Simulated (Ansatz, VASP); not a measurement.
## One calculation of ScSn3Se, two programs

```xyz
5
Lattice="5.4400 0.0000 0.0000 0.0000 5.4400 0.0000 0.0000 0.0000 5.4400" Properties=species:S:1:pos:R:3 pbc="T T T"
Sc    0.0000    0.0000    0.0000
Sn    2.7200    0.0000    0.0000
Sn    0.0000    2.7200    0.0000
Sn    0.0000    0.0000    2.7200
Se    2.7200    2.7200    2.7200
```

Alike in both runs: task relaxation of cell and atoms; functional PBE; k mesh 4 × 4 × 4; occupations gaussian, width 0.1 eV; no spin polarisation.

```csv
,VASP,Ansatz
version,VASP 6.6.1,Ansatz 0.2.0
potentials or method,"VASP PAW PBE potentials, release 64 (Sc_sv, Sn_d, Se), cutoff 600 eV","scalar-relativistic, plane waves, PAW"
valence electrons in the cell,59,69
```

|  | VASP | Ansatz | Ansatz less VASP |
| --- | --- | --- | --- |
| gap on the k mesh at the Fermi level, each at its own relaxed structure (eV) | none | none | - |
| relaxed volume (Å³/atom) | 34.47 | 34.11 | -0.362 |
| relaxed cell length with the largest relative difference (Å) | 5.565 | 5.546 | -0.0196 |

A gap of «none» marks a metal or a gap that the smearing closes. VASP's potentials hold 59 valence electrons a cell and Ansatz's 69, so a difference there can come from the potentials and not from the codes.
